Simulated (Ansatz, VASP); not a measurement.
Two plane-wave programs on Ca

```
CELL_PARAMETERS angstrom
-2.14212 2.14212 2.14212
2.14212 -2.14212 2.14212
2.14212 2.14212 -2.14212
ATOMIC_POSITIONS crystal
Ca 0.00000 0.00000 0.00000
```

Alike in both runs: task single point; functional LDA; k mesh 12 × 12 × 12; occupations fermi-dirac, width 0.1 eV; no spin polarisation.

|  | VASP | Ansatz |
| --- | --- | --- |
| version | VASP 6.6.1 | Ansatz 0.2.0 |
| potentials or method | VASP PAW LDA potentials, release 64 (Ca_sv), cutoff 520 eV | plane waves (420 eV) with PAW, scalar-relativistic |
| valence electrons in the cell | 10 | 10 |

```tsv
	VASP	Ansatz	Ansatz less VASP
pressure (GPa)	-0.7	-0.7	0.00
```

Ansatz warns that its potentials were made for another functional, while VASP's fit it. LDA's correlation is that of Perdew and Zunger in VASP and of Perdew and Wang (1992) in Ansatz.
